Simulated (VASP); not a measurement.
The system is Be.

```
Be
1.0
     0.00000    1.59500    1.59500
     1.59500    0.00000    1.59500
     1.59500    1.59500    0.00000
Be
1
Direct
  0.00000 0.00000 0.00000
```

This isn't the form of Be at room conditions, which is hcp.

```yaml
Program: VASP 6.6.1
Task: relaxation of cell and atoms
Functional: LDA
Potentials_or_basis: VASP PAW LDA potentials, release 64 (Be)
Cutoff: 600 eV
k_mesh: 23 × 23 × 23
Occupations: fermi-dirac, width 0.1 eV
Spin: no spin polarisation
```

At the start: pressure -8.6 GPa; volume 8.12 Å³/atom.

**Question.** Where does the relaxation end?

**Answer.** Over 3 steps the energy falls by 16.6 meV/atom and the volume is 7.53 Å³/atom (-7.2 %); space group Fm-3m (No. 225, to 0.1 Å) before and after.

Step by step:
| step | energy change (eV) | largest force (eV/Å) | pressure (GPa) | volume (Å³) |
| --- | --- | --- | --- | --- |
| 1 | 0.0000 | 0.0000 | -8.56 | 8.12 |
| 2 | -0.0162 | 0.0000 | -1.50 | 7.62 |
| 3 | -0.0166 | 0.0000 | -0.05 | 7.53 |

Final structure:
```yaml
crystal:
  lattice:
    - [0.00000, 1.55572, 1.55572]
    - [1.55572, 0.00000, 1.55572]
    - [1.55572, 1.55572, 0.00000]
  atoms:
    - { symbol: Be, position: [0.00000, 0.00000, 0.00000] }
```
